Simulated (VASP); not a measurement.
Input of a VASP 6.6.1 run:

INCAR

```
SYSTEM = Al
PREC = Accurate
ENCUT = 500
EDIFF = 1E-6
ISMEAR = -1
SIGMA = 0.05
LREAL = .False.
LASPH = .True.
NELM = 120
ALGO = Normal
ISIF = 2
LWAVE = .False.
LCHARG = .True.
GGA = PS
LELF = .True.
LVHAR = .True.
NBANDS = 8
GGA_COMPAT = .False.
```

KPOINTS

```
regular mesh
0
Gamma
  22 22 22
  0 0 0
```

File POSCAR:

```
Al
1.0
    0.0000000000      2.0079658513      2.0079658513
    2.0079658513      0.0000000000      2.0079658513
    2.0079658513      2.0079658513      0.0000000000
Al
1
Direct
    0.0000000000      0.0000000000      0.0000000000
```

Potentials or basis: VASP PAW PBE potentials, release 64 (Al).

The run is started by

```console
$ cat potpaw_PBE.64/Al/POTCAR > POTCAR
$ mpirun -np 1 vasp_std > vasp.out
```

Task: Estimate the pressure.

Result: 0.0 GPa.

Caveat: the PAW data sets were made with another functional, which shifts forces and pressure a little.
